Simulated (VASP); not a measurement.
# BeH2 (I-42d) in VASP: density of states with LDA

Aim: the density of states of BeH2 with LDA.

Program: VASP 6.6.1. These are calculated values, not measurements. Logs are shortened: lines on timing, memory, paths and dates and some standing lists are left out, and cuts for length are marked.

### Step 1. The cell of the first run

Symmetry: I-42d, No. 122, tetragonal system. The conventional cell has a = 4.040 Å, b = 4.040 Å, c = 6.072 Å, α = 90.00°, β = 90.00°, γ = 90.00°. Be (site symmetry -4) has 4 H at 1.43 Å within 1.9 Å. Within 1.9 Å of H (site symmetry 2) lie 2 Be at 1.43 Å.

### Step 2. Density of states, LDA

Input file POSCAR:

```
BeH2
1.0
   -2.0200998545      2.0200998545      3.0358960333
    2.0200998545     -2.0200998545      3.0358960333
    2.0200998545      2.0200998545     -3.0358960333
Be H
2 4
Direct
    0.7500000000      0.2500000000      0.5000000000
    0.0000000000      0.0000000000      0.0000000000
    0.0410067346      0.1250000000      0.4160067346
    0.3750000000      0.9589932654      0.0839932654
    0.8750000000      0.2910067346      0.9160067346
    0.7089932654      0.6250000000      0.5839932654
```

Input file INCAR.step1:

```
SYSTEM = BeH2
  PREC = Accurate
  ENCUT = 520
  EDIFF = 1E-6
  ISMEAR = 0
  SIGMA = 0.02
  LREAL = .FALSE.
  LASPH = .TRUE.
  NELM = 80
  ALGO = Normal
  ISIF = 2
  LWAVE = .FALSE.
  LCHARG = .TRUE.
  GGA = CA
  NBANDS = 13
```

Input file KPOINTS.step1:

```
regular mesh
0
G
  8 8 8
  0 0 0
```

Input file INCAR.step2:

```
SYSTEM = BeH2
  PREC = Accurate
  ENCUT = 520
  EDIFF = 1E-6
  ISMEAR = -5
  SIGMA = 0.02
  LREAL = .FALSE.
  LASPH = .TRUE.
  NELM = 80
  ALGO = Normal
  ISIF = 2
  LWAVE = .FALSE.
  LCHARG = .FALSE.
  GGA = CA
  LORBIT = 11
  NEDOS = 2001
  ICHARG = 11
```

Input file KPOINTS.step2:

```
regular mesh
0
G
  12 12 12
  0 0 0
```

Potentials or basis: VASP PAW LDA potentials, release 64 (Be, H).

Started as:

```bash
$ cat potpaw_LDA.64/Be/POTCAR potpaw_LDA.64/H/POTCAR > POTCAR
$ cp INCAR.step1 INCAR
$ cp KPOINTS.step1 KPOINTS
$ mpirun -np 1 vasp_std > vasp.out
$ cp INCAR.step2 INCAR
$ cp KPOINTS.step2 KPOINTS
$ mpirun -np 1 vasp_std > vasp.out
```

OUTCAR:

```text
SYSTEM = BeH2
   PREC = Accurate
   ENCUT = 520
   EDIFF = 1E-6
   ISMEAR = -5
   LREAL = .FALSE.
   LASPH = .TRUE.
   NELM = 80
   ISIF = 2
   GGA = CA
   LORBIT = 11
   ICHARG = 11

 ion  position               nearest neighbor table
   1  0.750  0.250  0.500-   3 1.43   4 1.43   5 1.43   6 1.43
   2  0.000  0.000  0.000-   3 1.43   4 1.43   5 1.43   6 1.43
   3  0.041  0.125  0.416-   1 1.43   2 1.43
   4  0.375  0.959  0.084-   1 1.43   2 1.43
   5  0.875  0.291  0.916-   1 1.43   2 1.43
   6  0.709  0.625  0.584-   1 1.43   2 1.43

  LATTYP: Found a body centered tetragonal cell.
 ALAT       =     4.0401997090
 C/A-ratio  =     1.5028445384

  Lattice vectors:

 A1 = (  -2.0200998545,   2.0200998545,   3.0358960333)
 A2 = (   2.0200998545,  -2.0200998545,   3.0358960333)
 A3 = (   2.0200998545,   2.0200998545,  -3.0358960333)

Analysis of symmetry for initial positions (statically):
=====================================================================
 Subroutine PRICEL returns:
 Original cell was already a primitive cell.

 Routine SETGRP: Setting up the symmetry group for a
 body centered tetragonal supercell.

 Subroutine GETGRP returns: Found  8 space group operations
 (whereof  4 operations were pure point group operations)
 out of a pool of 16 trial point group operations.

The static configuration has the point symmetry S_4 .
 The point group associated with its full space group is D_2d.

Analysis of symmetry for dynamics (positions and initial velocities):
=====================================================================
 Subroutine PRICEL returns:
 Original cell was already a primitive cell.

 Routine SETGRP: Setting up the symmetry group for a
 body centered tetragonal supercell.

 Subroutine GETGRP returns: Found  8 space group operations
 (whereof  4 operations were pure point group operations)
 out of a pool of 16 trial point group operations.

The dynamic configuration has the point symmetry S_4 .
 The point group associated with its full space group is D_2d.

 Subroutine INISYM returns: Found  8 space group operations
 (whereof  4 operations are pure point group operations),
 and found     1 'primitive' translations

----------------------------------------------------------------------------------------

                                     Primitive cell

  volume of cell :      49.5556

  direct lattice vectors                    reciprocal lattice vectors
    -2.020099855  2.020099855  3.035896033     0.000000000  0.247512517  0.164696022
     2.020099855 -2.020099855  3.035896033     0.247512517  0.000000000  0.164696022
     2.020099855  2.020099855 -3.035896033     0.247512517  0.247512517  0.000000000

  length of vectors
     4.168725413  4.168725413  4.168725413     0.297299892  0.297299892  0.350035559

  position of ions in fractional coordinates (direct lattice)
     0.750000000  0.250000000  0.500000000
     0.000000000  0.000000000  0.000000000
     0.041006735  0.125000000  0.416006735
     0.375000000  0.958993265  0.083993265
     0.875000000  0.291006735  0.916006735
     0.708993265  0.625000000  0.583993265

  ion indices of the primitive-cell ions
   primitive index   ion index
                 1           1
                 2           2
                 3           3
                 4           4
                 5           5
                 6           6

----------------------------------------------------------------------------------------

 KPOINTS: regular mesh

Automatic generation of k-mesh.
 Grid dimensions read from file:
 generate k-points for:   12   12   12

 Generating k-lattice:

  Cartesian coordinates                     Fractional coordinates (reciprocal lattice)
     0.000000000  0.020626043  0.013724669     0.083333333  0.000000000  0.000000000
     0.020626043  0.000000000  0.013724669     0.000000000  0.083333333  0.000000000
     0.020626043  0.020626043  0.000000000     0.000000000  0.000000000  0.083333333

  Length of vectors
     0.024774991  0.024774991  0.029169630

  Shift w.r.t. Gamma in fractional coordinates (k-lattice)
     0.000000000  0.000000000  0.000000000

 TETIRR: Found   2206 inequivalent tetrahedra from    10368

 Subroutine IBZKPT returns following result:
 ===========================================

 Found    163 irreducible k-points:

 Following reciprocal coordinates:
            Coordinates               Weight
  0.000000  0.000000  0.000000      1.000000
  0.083333  0.000000 -0.000000      8.000000
  0.166667 -0.000000  0.000000      8.000000
  0.250000 -0.000000  0.000000      8.000000
  0.333333 -0.000000  0.000000      8.000000
  0.416667  0.000000 -0.000000      8.000000
[... 16 lines left out ...]
  0.500000  0.166667  0.000000     16.000000
 -0.416667  0.166667  0.000000     16.000000
 [... further k-points ...]
   k-points           NKPTS =    163   k-points in BZ     NKDIM =    163   number of bands    NBANDS=      8
   number of dos      NEDOS =   2001   number of ions     NIONS =      6
   total plane-waves  NPLWV =  32768
   dimension x,y,z NGX =    32 NGY =   32 NGZ =   32
   dimension x,y,z NGXF=    64 NGYF=   64 NGZF=   64
   ions per type =               2   4
   NGX,Y,Z   is equivalent  to a cutoff of  12.76, 12.76, 12.76 a.u.
   NGXF,Y,Z  is equivalent  to a cutoff of  25.52, 25.52, 25.52 a.u.
 SYSTEM =  BeH2
   PREC   = accura    normal or accurate (medium, high low for compatibility)
   ISTART =      0    job   : 0-new  1-cont  2-samecut
   ICHARG =     11    charge: 1-file 2-atom 10-const
   ISPIN  =      1    spin polarized calculation?
   LNONCOLLINEAR =      F non collinear calculations
   LSORBIT =      F    spin-orbit coupling
   LASPH  =      T    aspherical Exc in radial PAW
   ENCUT  =  520.0 eV  38.22 Ry    6.18 a.u.   7.75  7.75  7.75*2*pi/ulx,y,z
   NELM   =     80;   NELMIN=  2; NELMDL=  0     # of ELM steps
   EDIFF  = 0.1E-05   stopping-criterion for ELM
   LREAL  =      F    real-space projection
   EDIFFG = 0.1E-04   stopping-criterion for IOM
   NSW    =      0    number of steps for IOM
   IBRION =     -1    ionic relax: 0-MD 1-quasi-New 2-CG
   NFREE  =      0    steps in history (QN), initial steepest desc. (CG)
   ISIF   =      2    stress and relaxation
   ISYM   =      2    0-nonsym 1-usesym 2-fastsym
   POTIM  = 0.5000    time-step for ionic-motion
   TEBEG  =    0.0;   TEEND  =   0.0 temperature during run
   PSTRESS=    0.0 pullay stress
   NELECT =       8.0000    total number of electrons
   NUPDOWN=      -1.0000    fix difference up-down
   EMIN   =  10.00;   EMAX   =-10.00  energy-range for DOS
   EFERMI =   0.00;   METHOD = LEGACY
   ISMEAR =    -5;   SIGMA  =   0.02  broadening in eV -4-tet -1-fermi 0-gaus
   EFERMI_NEDOS =   21; number of points for ismear=-14 and -15
   IALGO  =     38    algorithm
   IMIX   =      4    mixing-type and parameters
     AMIX     =   0.40;   BMIX     =  1.00
     AMIX_MAG =   1.60;   BMIX_MAG =  1.00
  volume/ion in A,a.u.               =       8.26        55.74
  Fermi-wavevector in a.u.,A,eV,Ry     =   0.891403  1.684507 10.811174  0.794599
  Thomas-Fermi vector in A             =   2.013218
   LORBIT       =     11    0 simple, 1 ext, 2 COOP (PROOUT), +10 PAW based schemes
   GGA     = CA    functional components
   LHFCALC =     F    Hartree Fock is set to
   AEXX    =    0.0000 exact exchange contribution
   IVDW    =     0    specifies the selected vdW correction
   LEPSILON=     F    determine dielectric tensor
   LRPA    =     F    only Hartree local field effects (RPA)
 non-spin polarized calculation
 Fermi weights with tetrahedron method with Bloechl corrections
  energy-cutoff  :      520.00
  volume of cell :       49.56
 maximum number of plane-waves:      1356

 number of electron       8.0000000 magnetization

 Free energy of the ion-electron system (eV)
  ---------------------------------------------------
  ext. energy  EPLUGINS =         0.00000000
  ---------------------------------------------------
  free energy    TOTEN  =       -22.58522807 eV

  energy without entropy =      -22.58522807  energy(sigma->0) =      -22.58522807

 E-fermi :  -1.9149     XC(G=0):  -8.2303

 val. band max:       -1.9162750497   @ k =   0.0000   0.0000   0.0000
 cond. band min:       2.4605293691   @ k =  -0.4167   0.4167   0.0000
 fundamental gap:      4.3768044188
 Fermi energy:        -1.9148500493

 k-point     1 :       0.0000    0.0000    0.0000
  band No.  band energies     occupation
      1      -8.9351      2.00000
      2      -2.7733      2.00000
      3      -2.7733      2.00000
      4      -1.9163      2.00000
      5       4.0280      0.00000
      6       4.0280      0.00000
      7       4.8919      0.00000
      8       6.9280      0.00000

 k-point     2 :       0.0833    0.0000   -0.0000
  band No.  band energies     occupation
      1      -8.8678      2.00000
      2      -2.8927      2.00000
      3      -2.8348      2.00000
      4      -1.9970      2.00000
      5       3.9342      0.00000
      6       4.0783      0.00000
      7       5.1025      0.00000
      8       6.9579      0.00000
[... 221 lines left out ...]
 k-point    23 :       0.5000    0.1667    0.0000
  band No.  band energies     occupation
      1      -7.0268      2.00000
      2      -5.5186      2.00000
      3      -3.5652      2.00000
      4      -3.1056      2.00000
      5       3.6042      0.00000
      6       4.7522      0.00000
      7       6.2083      0.00000
      8       7.0037      0.00000

 k-point    24 :      -0.4167    0.1667    0.0000
  band No.  band energies     occupation
      1      -7.4954      2.00000
      2      -4.8963      2.00000
      3      -3.5074      2.00000
      4      -2.9710      2.00000
      5       3.4270      0.00000
      6       4.7933      0.00000
      7       5.6097      0.00000
      8       6.9347      0.00000

 [... further k-points ...]

------------------------ aborting loop because EDIFF is reached ----------------------------------------

  FORCE on cell =-STRESS in cart. coord.  units (eV):
  Direction    XX          YY          ZZ          XY          YZ          ZX
  --------------------------------------------------------------------------------------
  -------------------------------------------------------------------------------------
  Total       -0.6789362     -0.6789362     -0.8201402      0.0000000     -0.0000000      0.0000000
  in kB      -21.9506283    -21.9506283    -26.5158840      0.0000000     -0.0000000      0.0000000
  external PRESSURE =     -23.4723802 kB  Pullay stress =       0.0000000 kB

 VOLUME and BASIS-vectors are now :
 -----------------------------------------------------------------------------
  energy-cutoff  :      520.00
  volume of cell :       49.56
      direct lattice vectors                 reciprocal lattice vectors
    -2.020099855  2.020099855  3.035896033     0.000000000  0.247512517  0.164696022
     2.020099855 -2.020099855  3.035896033     0.247512517  0.000000000  0.164696022
     2.020099855  2.020099855 -3.035896033     0.247512517  0.247512517  0.000000000

 POSITION                                       TOTAL-FORCE (eV/Angst)
 -----------------------------------------------------------------------------------
     -0.00000      2.02010      1.51795         0.000000      0.000000     -0.000000
      0.00000      0.00000      0.00000         0.000000      0.000000      0.000000
      1.01005      0.67070     -0.75897         0.000000      0.043827      0.000000
      1.34940     -1.01005      3.79487        -0.043827      0.000000     -0.000000
      0.67070      3.03015      0.75897         0.043827      0.000000      0.000000
      1.01005      1.34940      2.27692         0.000000     -0.043827     -0.000000
 -----------------------------------------------------------------------------------
    total drift:                               -0.000000     -0.000000     -0.000000

  FREE ENERGIE OF THE ION-ELECTRON SYSTEM (eV)
  ---------------------------------------------------
  free  energy   TOTEN  =       -22.5852280700 eV

  energy  without entropy=      -22.5852280700  energy(sigma->0) =      -22.58522807

 total charge

# of ion       s       p       d       tot
------------------------------------------
    1        0.412   0.736   0.000   1.148
    2        0.412   0.736   0.000   1.148
    3        0.593   0.007   0.000   0.600
    4        0.593   0.007   0.000   0.600
    5        0.593   0.007   0.000   0.600
    6        0.593   0.007   0.000   0.600
--------------------------------------------------
tot          3.197   1.499   0.000   4.697
```

Run time: 28 s. Hardware: 1 thread of Intel Xeon Platinum 8488C (Sapphire Rapids), shared host; peak memory 0.19 GiB.

What came out:

```
Valence electrons inside the program's atomic spheres : Be 1.15; H 0.60
```
